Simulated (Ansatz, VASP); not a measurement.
## Ga: VASP beside Ansatz

```
Ga
1.0
     3.00317    0.00000    0.00000
    -1.50158    2.60082    0.00000
     0.00000    0.00000    4.86513
Ga
2
Direct
  0.33333 0.66667 0.25000
  0.66667 0.33333 0.75000
```

Alike in both runs: task relaxation of cell and atoms; functional PBE; k mesh 16 × 16 × 9; occupations fermi-dirac, width 0.05 eV; no spin polarisation.

```csv
,VASP,Ansatz
version,VASP 6.6.1,Ansatz 0.2.0
potentials or method,"VASP PAW PBE potentials, release 64 (Ga_d)","PAW with Ansatz's default frozen-core files, scalar-relativistic"
plane-wave cutoff (eV),600,420
valence electrons in the cell,26,26
```

```tsv
	VASP	Ansatz	Ansatz less VASP
relaxed volume (Å³/atom)	19.05	19.03	-0.014
relaxed length of the cell vector where the two differ most in proportion (Å)	2.988	2.987	-0.0008
```
